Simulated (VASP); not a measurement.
Set up this calculation in VASP 6.6.1, as the native input.

```yaml
Task: single point
Functional: LDA
Potentials_or_basis: VASP PAW LDA potentials, release 64 (Ge_d)
Cutoff: 520 eV
k_mesh: 9 × 9 × 5, shifted
Occupations: fermi-dirac, width 0.05 eV
Spin: no spin polarisation
Dipole_correction: no
Further_INCAR_settings: ALGO = Normal; EDIFF = 1e-06; NBANDS = 21
```

The structure of Ge lies in POSCAR:

```
Ge
1.0
    1.4880500000     -2.5946900000      0.0000000000
    1.4880500000      2.5946900000      0.0000000000
    0.0000000000      0.0000000000      4.7276000000
Ge
2
Direct
    0.6665500000      0.3334500000      0.2500000000
    0.3334500000      0.6665500000      0.7500000000
```

One way to write it, as run:

INCAR

```
  PREC = Accurate
  ENCUT = 520
  EDIFF = 1E-6
  ISMEAR = -1
  SIGMA = 0.05
  LREAL = F
  LASPH = T
  NELM = 100
  ALGO = Normal
  ISIF = 2
  LWAVE = F
  LCHARG = F
  GGA = CA
  NBANDS = 21
```

KPOINTS

```
Automatic mesh
0
Gamma
  9 9 5
  0.5 0.5 0.5
```

Potentials or basis: VASP PAW LDA potentials, release 64 (Ge_d).

Launch:

```sh
$ cat potpaw_LDA.64/Ge_d/POTCAR > POTCAR
$ mpirun -np 1 vasp_std > vasp.out
```

Results of the run:

| Quantity | Value |
| --- | --- |
| Pressure | -1.2 GPa |
| Largest force | 0.014 eV/Å |
| Band gap on the k mesh | zero (band 14 reaches 12.56 eV, above the bottom of band 15 at 4.57 eV) |

It took 13 s on 1 thread of Intel(R) Xeon(R) 6975P-C (Granite Rapids), on a shared host, peak memory 0.16 GiB.
